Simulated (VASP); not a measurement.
## TiSb2Se2: single point with PBE

The system is TiSb2Se2.

```
Ti Sb Se
1.0
     5.27110    0.00000    0.00000
     0.00000    5.27110    0.00000
     0.00000    0.00000    8.39666
Ti Sb Se
1 2 2
Direct
  0.00000 0.00000 0.00000
  0.50000 0.00000 0.00000
  0.00000 0.50000 0.00000
  0.00000 0.00000 0.71522
  0.00000 0.00000 0.28478
```

The cell was generated, and may not be a known phase.

- Program: VASP 6.6.1
- Task: single point
- Functional: PBE
- Potentials or basis: VASP PAW PBE potentials, release 64 (Ti_sv, Sb, Se)
- Cutoff: 520 eV
- k mesh: 8 × 8 × 6
- Occupations: gaussian, width 0.1 eV
- Spin: no spin polarisation

* Pressure: -0.1 GPa
* Largest force: 0.006 eV/Å
* Band gap on the k mesh: zero (bands 17 and 18 overlap by 0.30 eV)

Forces on the atoms (eV/Å):
```
Ti   0.000  0.000  0.000
Sb   0.000  0.000  0.000
Sb   0.000  0.000  0.000
Se   0.000  0.000 -0.006
Se   0.000  0.000  0.006
```

Stress tensor (GPa, compression positive):
```
-0.11  0.00  0.00
 0.00 -0.11  0.00
 0.00  0.00  0.02
```

Levels at points of the mesh, in eV from the Fermi level:
```csv
k point,band 14,band 15,band 16,band 17,band 18,band 19,band 20,band 21
"(0.00, 0.00, 0.00)",-1.87,-0.44,-0.44,0.07,0.26,0.39,1.38,1.38
"(0.50, 0.00, 0.00)",-1.68,-1.58,-1.38,-0.67,0.17,0.38,1.12,1.81
"(0.50, 0.50, 0.00)",-2.07,-1.27,-1.27,-0.90,1.15,1.15,1.76,2.11
"(0.00, 0.00, 0.50)",-1.99,-0.35,-0.26,-0.26,0.06,0.26,1.43,1.43
"(0.50, 0.00, 0.50)",-1.94,-1.68,-1.14,-0.62,-0.08,0.38,0.80,1.64
"(0.50, 0.50, 0.50)",-2.06,-1.91,-1.00,-1.00,0.85,0.85,1.77,2.09
```

Run time: 13 min on 1 thread of Intel Xeon 8259CL, on a shared host, peak memory 0.57 GiB.

Caveat: spin-orbit coupling is left out, which moves the levels of the heavy elements; this functional lacks dispersion, which binds layers or chains, so the pressure and a relaxed spacing across them are unreliable.
